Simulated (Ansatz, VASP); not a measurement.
**Sb in VASP and in Ansatz**

Contents of POSCAR:

```
Sb
1.0
    2.1706020527      1.2531976795      3.8710910875
   -2.1706020527      1.2531976795      3.8710910875
    0.0000000000     -2.5063953589      3.8710910875
Sb
2
Direct
    0.2313018333      0.2313018333      0.2313018333
    0.7686981667      0.7686981667      0.7686981667
```

INCAR.step1

```
  PREC = Accurate
  ENCUT = 520
  ISMEAR = -1
  SIGMA = 0.1
  LREAL = False
  LASPH = True
  NELM = 100
  NBANDS = 12
  GGA = PE
  ALGO = Normal
  EDIFF = 1E-4
  LWAVE = True
  LCHARG = False
```

File INCAR.step2:

```
  PREC = Accurate
  ENCUT = 520
  EDIFF = 1E-6
  ISMEAR = -1
  SIGMA = 0.1
  LREAL = False
  LASPH = True
  NELM = 100
  ALGO = Normal
  ISIF = 2
  LWAVE = False
  LCHARG = True
  METAGGA = R2SCAN
  LMIXTAU = True
  LELF = True
  LVHAR = True
  NBANDS = 12
  ISTART = 1
```

Contents of KPOINTS:

```
Automatic mesh
0
Gamma
  9 9 9
```

Input for Ansatz:

```yaml
crystal:
  lattice:
    - [2.1706020527, 1.2531976795, 3.8710910875]
    - [-2.1706020527, 1.2531976795, 3.8710910875]
    - [0.0, -2.5063953589, 3.8710910875]
  atoms:
    - { symbol: Sb, position: [0.2313018333, 0.2313018333, 0.2313018333] }
    - { symbol: Sb, position: [0.7686981667, 0.7686981667, 0.7686981667] }
hamiltonian:
  xc: r2scan
  pseudopotentials:
    kind: paw
    azcp:
      Sb: "pseudopotentials/Sb.paw.azcp"
basis:
  ecutwfc: 500
  fft_grid_basis: typed
kpoints:
  mp_grid: { grid: [9, 9, 9], shift: [0, 0, 0] }
magnetization:
  spin_polarized: false
scf:
  occupations: { method: fermi_dirac, width: 0.1 }
  lower_state_search: "off"
output:
  stress: true
```

Alike in both runs: task single point; functional r2SCAN; k mesh 9 × 9 × 9; occupations fermi-dirac, width 0.1 eV; no spin polarisation.

|  | VASP | Ansatz |
| --- | --- | --- |
| version | VASP 6.6.1 | Ansatz 0.2.0 |
| potentials or method | VASP PAW PBE potentials, release 64 (Sb), cutoff 520 eV | plane waves (500 eV) with PAW, scalar-relativistic |
| valence electrons in the cell | 10 | 30 |

|  | VASP | Ansatz | Ansatz less VASP |
| --- | --- | --- | --- |
| pressure (GPa) | 0.1 | 0.0 | -0.11 |

VASP's potentials were made for PBE, not for r2SCAN. VASP's potentials hold 10 valence electrons a cell and Ansatz's 30, so a difference there can come from the potentials and not from the codes.

Neither program's run includes spin-orbit coupling.
